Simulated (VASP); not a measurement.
## Si: single point with LDA

Crystal: Si.

```
Si
1.0
     0.00000    2.70049    2.70049
     2.70049    0.00000    2.70049
     2.70049    2.70049    0.00000
Si
2
Direct
  0.75000 0.75000 0.75000
  0.50000 0.50000 0.50000
```

```json
{
  "Program": "VASP 6.6.1",
  "Task": "single point",
  "Functional": "LDA",
  "Potentials or basis": "VASP PAW LDA potentials, release 64 (Si)",
  "Cutoff": "520 eV",
  "k mesh": "11 × 11 × 11",
  "Occupations": "methfessel-paxton, width 0.01 eV",
  "Spin": "no spin polarisation",
  "Dipole correction": "no",
  "Further INCAR settings": "ALGO = Normal; EDIFF = 1e-06; NBANDS = 11"
}
```

The pressure is 0.1 GPa and the band gap on the k mesh is 0.46 eV, indirect (least direct gap 2.53 eV).

Levels at points of the mesh, in eV from the valence-band top:
| k point | band 1 | band 2 | band 3 | band 4 | band 5 | band 6 | band 7 | band 8 | band 9 |
| --- | --- | --- | --- | --- | --- | --- | --- | --- | --- |
| (0.00, 0.00, 0.00) | -12.07 | 0.00 | 0.00 | 0.00 | 2.53 | 2.53 | 2.53 | 3.40 | 7.74 |

It took 12 s on 1 thread of Intel(R) Xeon(R) Platinum 8259CL CPU @ 2.50GHz (Skylake/Cascade Lake) (shared host), peak memory 0.14 GiB.

A k mesh can miss the band edges.
